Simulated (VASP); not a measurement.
Here is a VASP 6.6.1 calculation.

Contents of POSCAR:

```
SiC
1.0
    0.0000000000      2.1488785700      2.1488785700
    2.1488785700      0.0000000000      2.1488785700
    2.1488785700      2.1488785700      0.0000000000
Si C
1 1
Direct
    0.0000000000      0.0000000000      0.0000000000
    0.2500000000      0.2500000000      0.2500000000
```

The input INCAR.step1:

```
PREC = Accurate
ENCUT = 520
ISMEAR = -1
SIGMA = 0.02
LREAL = False
LASPH = True
NELM = 80
GGA = PE
ALGO = Normal
EDIFF = 1E-4
LWAVE = True
LCHARG = False
```

INCAR.step2

```
PREC = Accurate
ENCUT = 520
EDIFF = 1E-7
ISMEAR = -1
SIGMA = 0.02
LREAL = False
LASPH = True
NELM = 80
ALGO = Normal
ISIF = 2
LWAVE = False
LCHARG = False
METAGGA = R2SCAN
LMIXTAU = True
IBRION = 2
NSW = 50
EDIFFG = -0.01
ISTART = 1
```

KPOINTS

```
regular mesh
0
Gamma
  12 12 12
```

Potentials or basis: VASP PAW PBE potentials, release 64 (Si, C).

Launch:

```console
$ cat potpaw_PBE.64/Si/POTCAR potpaw_PBE.64/C/POTCAR > POTCAR
$ cp INCAR.step1 INCAR
$ mpirun -np 1 vasp_std > vasp.out
$ cp INCAR.step2 INCAR
$ mpirun -np 1 vasp_std > vasp.out
```

**Question.** Predict the band gap on the k mesh.

**Answer.** 1.70 eV, indirect (least direct gap 5.11 eV).

Final structure:
```
Si C
1.0
     0.00000    2.14888    2.14888
     2.14888    0.00000    2.14888
     2.14888    2.14888    0.00000
Si C
1 1
Cartesian
  0.0000 0.0000 0.0000
  1.0744 1.0744 1.0744
```

Caveat: the relaxation stopped at its first step, so nothing moved; the PAW data sets were made with another functional, which shifts forces and pressure a little. r2SCAN opens gaps a little over a GGA but as a rule still falls short of measured ones.
